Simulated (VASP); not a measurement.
Input of a VASP 6.6.1 run:

INCAR

```
SYSTEM = Zr3O
PREC = Accurate
ENCUT = 520
EDIFF = 1E-6
ISMEAR = 0
SIGMA = 0.15
LREAL = .False.
LASPH = .True.
NELM = 100
ALGO = Normal
ISIF = 2
LWAVE = .False.
LCHARG = .False.
GGA = PS
NBANDS = 52
```

The input KPOINTS:

```
regular mesh
0
Gamma
  12 12 8
  0 0 0
```

Contents of POSCAR:

```
Zr3O
1.0
    5.5833920356      0.0000000000      0.0000000000
   -2.7916960178      4.8353593421      0.0000000000
    0.0000000000      0.0000000000      5.5684077044
Zr O
6 2
Direct
    0.3393912867      0.0000000000      0.0000000000
    0.3393912867      0.3393912867      0.5000000000
    0.0000000000      0.3393912867      0.0000000000
    0.6606087133      0.0000000000      0.5000000000
    0.6606087133      0.6606087133      0.0000000000
    0.0000000000      0.6606087133      0.5000000000
    0.3333333333      0.6666666667      0.2500000000
    0.6666666667      0.3333333333      0.7500000000
```

Potentials or basis: VASP PAW PBE potentials, release 64 (Zr_sv, O).

Command:

```bash
$ cat potpaw_PBE.64/Zr_sv/POTCAR potpaw_PBE.64/O/POTCAR > POTCAR
$ mpirun -np 1 vasp_std > vasp.out
```

Question: Predict the pressure.

Answer: -9.6 GPa.

Question: Predict the band gap on the k mesh.

Answer: Zero (bands 42 and 43 overlap by 0.20 eV).

Question: Estimate the largest force.

Answer: 0.209 eV/Å.

Forces in eV/Å, atoms in the order of the input:
```
Zr   0.209  0.000  0.000
Zr   0.104  0.181  0.000
Zr  -0.104  0.181  0.000
Zr  -0.209  0.000  0.000
Zr  -0.104 -0.181  0.000
Zr   0.104 -0.181  0.000
O    0.000  0.000  0.000
O    0.000  0.000  0.000
```

Caveat: the cell differs from its parent crystal (strain +0.000 along x and y, +0.080 along z); the stress differs along the axes, from -15 to -7 GPa; the PAW data sets were made with another functional, which shifts forces and pressure a little.
